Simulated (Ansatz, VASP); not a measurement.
# Two plane-wave programs on TaGa2

```
Ta Ga
1.0
     3.42016    0.00000    0.00000
     0.00000    3.42016    0.00000
     0.00000    0.00000    5.27772
Ta Ga
1 2
Cartesian
  1.7101 1.7101 0.0000
  0.0000 1.7101 2.6389
  1.7101 0.0000 2.6389
```

Alike in both runs: task single point; functional PBE; k mesh 6 × 6 × 4; occupations gaussian, width 0.1 eV; no spin polarisation.

```csv
,VASP,Ansatz
version,VASP 6.6.1,Ansatz 0.2.0
potentials or method,"VASP PAW PBE potentials, release 64 (Ta_pv, Ga_d), cutoff 520 eV","scalar-relativistic, plane waves, PAW"
valence electrons in the cell,37,39
```

|  | VASP | Ansatz | Ansatz less VASP |
| --- | --- | --- | --- |
| gap on the k mesh at the Fermi level (eV) | none | none | - |
| pressure (GPa) | -6.5 | -6.6 | -0.13 |
| traceless stress, the component that is largest in VASP (GPa) | -17.07 | -17.00 | +0.064 |

A gap of «none» marks a metal or a gap that the smearing closes. VASP's potentials hold 37 valence electrons a cell and Ansatz's 39, so a difference there can come from the potentials and not from the codes.

Spin-orbit coupling is off throughout.
